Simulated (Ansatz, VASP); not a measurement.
**Two plane-wave programs on GaP**

```
Ga P
1.0
     0.00000    2.65055    2.65055
     2.65055    0.00000    2.65055
     2.65055    2.65055    0.00000
Ga P
1 1
Cartesian
  0.0000 0.0000 0.0000
  1.3253 1.3253 1.3253
```

Alike in both runs: task single point; functional r2SCAN; k mesh 6 × 6 × 6; no spin polarisation.

|  | VASP | Ansatz |
| --- | --- | --- |
| version | VASP 6.6.1 | Ansatz 0.2.0 |
| potentials or method | VASP PAW PBE potentials, release 64 (Ga_d, P), cutoff 520 eV | plane waves, PAW |
| occupations | fermi-dirac, width 0.1 eV | fermi-dirac |
| valence electrons in the cell | 18 | 18 |

|  | VASP | Ansatz | Ansatz less VASP |
| --- | --- | --- | --- |
| pressure (GPa) | 8.9 | 8.9 | +0.04 |

VASP's potentials were made for PBE, not for r2SCAN.
